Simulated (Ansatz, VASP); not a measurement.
**One calculation of C, two programs**

```xyz
8
Lattice="2.3826 0.0000 0.0000 0.0000 4.1253 0.0000 0.0000 0.0000 7.0883" Properties=species:S:1:pos:R:3 pbc="T T T"
C     1.1913    1.7188    5.3162
C     1.1913    3.7814    1.7721
C     1.1913    2.4066    1.7721
C     1.1913    0.3439    5.3162
C     0.0000    3.7814    5.3162
C     0.0000    1.7188    1.7721
C     0.0000    0.3439    1.7721
C     0.0000    2.4066    5.3162
```

Alike in both runs: task single point; functional r2SCAN; k mesh 14 × 8 × 6; occupations gaussian, width 0.1 eV; no spin polarisation.

|  | VASP | Ansatz |
| --- | --- | --- |
| version | VASP 6.6.1 | Ansatz 0.2.0 |
| potentials or method | VASP PAW PBE potentials, release 64 (C), cutoff 520 eV | scalar-relativistic, plane waves, PAW |
| valence electrons in the cell | 32 | 32 |

```csv
,VASP,Ansatz,Ansatz less VASP
gap on the k mesh at the Fermi level (eV),0.12,0.12,-0.001
least direct gap on the mesh (eV),0.12,0.12,-0.001
```

VASP's potentials were made for PBE, not for r2SCAN. Ansatz's warnings: band edges overlap.
